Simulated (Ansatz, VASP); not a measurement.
# Bi in VASP and in Ansatz

The input INCAR:

```
ALGO = Normal
EDIFF = 1E-6
ENCUT = 520
GGA = PS
ISIF = 2
ISMEAR = -1
LASPH = T
LCHARG = F
LREAL = F
LWAVE = F
NBANDS = 22
NELM = 100
PREC = Accurate
SIGMA = 0.03
```

Contents of KPOINTS:

```
k-points
0
Gamma
  9 9 3
```

The input POSCAR:

```
Bi
1.0
    4.5540801457      0.0000000000      0.0000000000
   -2.2770400729      3.9439490971      0.0000000000
    0.0000000000      0.0000000000     11.8682992920
Bi
2
Direct
    0.3333333333      0.6666666667      0.2500000000
    0.6666666667      0.3333333333      0.7500000000
```

Input for Ansatz:

```yaml
crystal:
  lattice:
    - [4.5540801457, 0.0, 0.0]
    - [-2.2770400729, 3.9439490971, 0.0]
    - [0.0, 0.0, 11.868299292]
  atoms:
    - { symbol: Bi, position: [0.3333333333, 0.6666666667, 0.25] }
    - { symbol: Bi, position: [0.6666666667, 0.3333333333, 0.75] }
kpoints:
  mp_grid: { grid: [9, 9, 3] }
  band_path:
    path:
      - [0.0, 0.0, 0.0]
      - [0.5, 0.0, 0.0]
      - [0.3333333333, 0.3333333333, 0.0]
      - [0.0, 0.0, 0.0]
      - [0.0, 0.0, 0.5]
      - [0.5, 0.0, 0.5]
      - [0.3333333333, 0.3333333333, 0.5]
      - [0.0, 0.0, 0.5]
      - [0.5, 0.0, 0.5]
    npoints: 5
scf:
  occupations: { method: fermi_dirac, width: 0.03 }
hamiltonian:
  xc: pbesol
  pseudopotentials: { kind: all_electron, lapw: { basis_error: 0.0005 } }
output:
  forces: true
  stress: true
  eigenvalues: true
```

Change from the starting cell: volume scaled by 1.01.

Alike in both runs: task single point; functional PBEsol; k mesh 9 × 9 × 3; occupations fermi-dirac, width 0.03 eV; no spin polarisation.

|  | VASP | Ansatz |
| --- | --- | --- |
| version | VASP 6.6.1 | Ansatz 0.2.0 |
| potentials or method | VASP PAW PBE potentials, release 64 (Bi_d), cutoff 520 eV | all-electron LAPW, scalar-relativistic |

```tsv
	VASP	Ansatz	Ansatz less VASP
pressure (GPa)	-3.5	-3.5	+0.03
traceless stress, the component that is largest in VASP (GPa)	3.11	3.11	0.000
```

VASP's potentials were made for PBE, not for PBEsol. Ansatz ran all-electron here, and VASP with PAW potentials.

Spin-orbit coupling is off throughout.
